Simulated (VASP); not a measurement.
Wanted: the native input for a VASP 6.6.1 run.

```
Task                               : single point
Functional                         : HSE06
Potentials or basis                : VASP PAW PBE potentials, release 64 (Mg, S)
Cutoff                             : 520 eV
k mesh                             : 6 × 6 × 6
Occupations                        : gaussian, width 0.01 eV
Spin                               : no spin polarisation
Dipole correction                  : no
Grid for exact exchange (PRECFOCK) : Normal
Further INCAR settings             : ALGO = Normal; EDIFF = 1e-06; NBANDS = 11
Screening parameter                : 0.2079 1/Å
```

The system is MgS.

```
CELL_PARAMETERS angstrom
0.00000 2.83088 2.71764
2.83088 0.00000 2.71764
2.83088 2.83088 0.00000
ATOMIC_POSITIONS crystal
Mg 0.00000 0.00000 0.00000
S 0.25000 0.25000 0.25000
```

This cell differs from its parent crystal: uniaxial z strain -4.0%.

These files were run (other wordings do the same):

POSCAR

```
MgS
1.0
    0.0000000000      2.8308768412      2.7176417676
    2.8308768412      0.0000000000      2.7176417676
    2.8308768412      2.8308768412      0.0000000000
Mg S
1 1
Direct
    0.0000000000      0.0000000000      0.0000000000
    0.2500000000      0.2500000000      0.2500000000
```

INCAR.step1

```
ALGO = Normal
EDIFF = 1E-5
ENCUT = 520
GGA = PE
ISIF = 2
ISMEAR = 0
LASPH = T
LCHARG = F
LREAL = F
LWAVE = T
NBANDS = 11
NELM = 100
PREC = Accurate
SIGMA = 0.01
```

INCAR.step2

```
ALGO = Normal
EDIFF = 1E-6
ENCUT = 520
GGA = PE
HFSCREEN = 0.2079
ISIF = 2
ISMEAR = 0
ISTART = 1
LASPH = T
LCHARG = F
LHFCALC = T
LREAL = F
LWAVE = F
NBANDS = 11
NELM = 100
PREC = Accurate
PRECFOCK = Normal
SIGMA = 0.01
```

KPOINTS

```
k-points
0
Gamma
  6 6 6
```

Potentials or basis: VASP PAW PBE potentials, release 64 (Mg, S).

Launch:

```bash
$ cat potpaw_PBE.64/Mg/POTCAR potpaw_PBE.64/S/POTCAR > POTCAR
$ cp INCAR.step1 INCAR
$ mpirun -np 1 vasp_std > vasp.out
$ cp INCAR.step2 INCAR
$ mpirun -np 1 vasp_std > vasp.out
```

Results of the run:

```yaml
Pressure: 2.5 GPa
Band_gap_on_the_k_mesh: 4.66 eV, direct
```

Caveat: the cell differs from its parent crystal (uniaxial z strain -4.0%); the PAW data sets were made with another functional, which shifts forces and pressure a little.

Run time: 26 min on 1 thread of Intel(R) Xeon(R) Platinum 8375C CPU @ 2.90GHz (Ice Lake), with other jobs on the host, peak memory 0.29 GiB.
